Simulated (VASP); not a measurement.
**SrCd3: single point with LDA**

SrCd3:

```xyz
4
Lattice="0.0000 3.5926 3.5926 3.5926 0.0000 3.5926 3.5926 3.5926 0.0000" Properties=species:S:1:pos:R:3 pbc="T T T"
Sr    0.0000    0.0000    0.0000
Cd    1.7963    1.7963    1.7963
Cd    5.3888    5.3888    5.3888
Cd    3.5926    3.5926    3.5926
```

* Program: VASP 6.6.1
* Task: single point
* Functional: LDA
* Potentials or basis: VASP PAW LDA potentials, release 64 (Sr_sv, Cd)
* Cutoff: 520 eV
* k mesh: 4 × 4 × 4
* Occupations: fermi-dirac, width 0.05 eV
* Spin: no spin polarisation
* Dipole correction: no
* Further INCAR settings: ALGO = Normal; EDIFF = 1e-06; NBANDS = 31

| Item | Value |
| --- | --- |
| Pressure | 0.3 GPa |
| Band gap on the k mesh | zero (band 23 reaches 2.99 eV, above the bottom of band 24 at 2.12 eV) |

Levels at points of the mesh, in eV from the Fermi level:
```csv
k point,band 19,band 20,band 21,band 22,band 23,band 24,band 25,band 26,band 27,band 28
"(0.00, 0.00, 0.00)",-8.36,-7.67,0.09,0.09,0.09,0.46,2.65,2.65,2.65,2.99
"(0.50, 0.00, 0.00)",-8.23,-5.07,-5.01,-0.36,-0.36,0.57,2.06,3.01,3.01,3.46
"(0.50, 0.50, 0.00)",-8.23,-4.42,-4.15,-2.38,-0.78,-0.78,2.06,3.46,3.46,3.85
```

Wall time 19 s on 1 thread of Intel(R) Xeon(R) Platinum 8488C (Sapphire Rapids) (shared host), peak memory 0.2 GiB.

Caveat: the k points lie up to 0.38 Å⁻¹ apart.
